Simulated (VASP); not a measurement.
# SnO2: single point with PBE

SnO2:

```
Sn O
1.0
     4.82770    0.00000    0.00000
     0.00000    4.82770    0.00000
     0.00000    0.00000    3.23799
Sn O
2 4
Cartesian
  0.0000 0.0000 -0.0625
  2.4139 2.4139 1.6190
  1.4802 1.4802 0.0000
  0.9337 3.8941 1.6190
  3.3475 3.3475 0.0000
  3.8941 0.9337 1.6190
```

This cell differs from its parent crystal: atom 1 (Sn) moved +0.062 Å towards its neighbour atom 1 (Sn) at 3.238 Å.

| Property | Result |
| --- | --- |
| Program | VASP 6.6.1 |
| Task | single point |
| Functional | PBE |
| Potentials or basis | VASP PAW PBE potentials, release 64 (Sn_d, O) |
| Cutoff | 520 eV |
| k mesh | 6 × 6 × 8 |
| Occupations | gaussian, width 0.05 eV |
| Spin | no spin polarisation |

```
Pressure               : 0.9 GPa
Largest force          : 1.111 eV/Å
Band gap on the k mesh : 0.67 eV
```

Forces on the atoms (eV/Å):
```
Sn   0.000  0.000  1.111
Sn   0.000  0.000 -0.004
O   -0.020 -0.020 -0.025
O    0.072 -0.072 -0.528
O    0.020  0.020 -0.025
O   -0.072  0.072 -0.528
```

Stress tensor (GPa, compression positive):
```
 0.71 -0.26  0.00
-0.26  0.71  0.00
 0.00  0.00  1.23
```

Levels at points of the mesh, in eV from the valence-band top:
| k point | band 23 | band 24 | band 25 | band 26 | band 27 | band 28 | band 29 | band 30 |
| --- | --- | --- | --- | --- | --- | --- | --- | --- |
| (0.00, 0.00, 0.00) | -1.25 | -0.74 | -0.74 | 0.00 | 0.67 | 5.67 | 6.06 | 6.09 |
| (0.50, 0.00, 0.00) | -1.21 | -1.20 | -0.61 | -0.60 | 3.87 | 3.88 | 6.80 | 6.83 |
| (0.50, 0.50, 0.00) | -1.32 | -1.32 | -0.86 | -0.85 | 4.25 | 4.27 | 7.15 | 7.17 |
| (0.00, 0.00, 0.50) | -1.53 | -1.52 | -1.19 | -1.18 | 5.57 | 5.59 | 9.34 | 9.39 |
| (0.50, 0.00, 0.50) | -1.02 | -1.01 | -0.75 | -0.75 | 5.84 | 5.85 | 7.61 | 7.61 |
| (0.50, 0.50, 0.50) | -0.92 | -0.91 | -0.78 | -0.77 | 4.35 | 4.36 | 8.61 | 8.62 |

It took 3.1 min on 1 thread of Intel Xeon 8259CL (shared host), peak memory 0.27 GiB.

Caveat: the cell differs from its parent crystal (atom 1 (Sn) moved +0.062 Å towards its neighbour atom 1 (Sn) at 3.238 Å); spin-orbit coupling is left out, which moves the levels of the heavy elements; forces of over 1 eV/Å act on the atoms, so gaps and moduli don't describe the material at rest.
